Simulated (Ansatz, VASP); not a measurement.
# One calculation of KScS2, two programs

```
CELL_PARAMETERS angstrom
4.03526 0.00000 0.00000
0.00000 4.03526 0.00000
0.00000 0.00000 5.39389
ATOMIC_POSITIONS crystal
K 0.00000 0.00000 0.00000
S 0.00000 0.00000 0.50000
S 0.50000 0.50000 0.00000
Sc 0.50000 0.50000 0.50000
```

Change from the starting cell: uniaxial_z strain -1.3%.

Alike in both runs: task single point; functional PBE; k mesh 6 × 6 × 6; occupations fermi-dirac, width 0.02 eV; no spin polarisation.

```csv
,VASP,Ansatz
version,VASP 6.6.1,Ansatz 0.2.0
potentials or method,"VASP PAW PBE potentials, release 64 (K_sv, S, Sc_sv)","plane waves, PAW"
plane-wave cutoff (eV),520,420
valence electrons in the cell,32,32
```

|  | VASP | Ansatz | Ansatz less VASP |
| --- | --- | --- | --- |
| pressure (GPa) | 1.9 | 1.7 | -0.22 |
